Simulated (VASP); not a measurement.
**GaN (r.b): single point with r2SCAN+rVV10**

Crystal: GaN (r.b).

```
CELL_PARAMETERS angstrom
0.00000 2.25000 2.25000
2.25000 0.00000 2.25000
2.25000 2.25000 0.00000
ATOMIC_POSITIONS crystal
Ga 0.00000 0.00000 0.00000
N 0.25000 0.25000 0.25000
```

```yaml
Program: VASP 6.6.1
Task: single point
Functional: r2SCAN
Dispersion: rVV10
Potentials_or_basis: VASP PAW PBE potentials, release 64 (Ga_d, N)
Cutoff: 660 eV
k_mesh: 8 × 8 × 8
Occupations: gaussian, width 0.1 eV
Spin: no spin polarisation
Dipole_correction: no
Further_INCAR_settings: ALGO = Normal; EDIFF = 1e-06; NBANDS = 16
```

```yaml
Pressure: -0.3 GPa
Band_gap_on_the_k_mesh: 2.12 eV, direct
```

Levels at points of the mesh, in eV from the valence-band top:
| k point | band 6 | band 7 | band 8 | band 9 | band 10 | band 11 | band 12 | band 13 |
| --- | --- | --- | --- | --- | --- | --- | --- | --- |
| (0.00, 0.00, 0.00) | -13.46 | 0.00 | 0.00 | 0.00 | 2.12 | 11.02 | 11.02 | 11.02 |
| (0.50, 0.00, 0.00) | -12.34 | -7.20 | -1.00 | -1.00 | 5.17 | 9.43 | 11.00 | 11.00 |
| (0.50, 0.50, 0.00) | -11.96 | -6.25 | -2.81 | -2.81 | 3.72 | 7.24 | 12.56 | 14.97 |

It took 42 s on 1 thread of Intel(R) Xeon(R) 6975P-C (Granite Rapids) (shared host), peak memory 0.26 GiB.

Caveat: the PAW data sets were made with another functional, which shifts forces and pressure a little. r2SCAN opens gaps a little over a GGA but as a rule still falls short of measured ones.
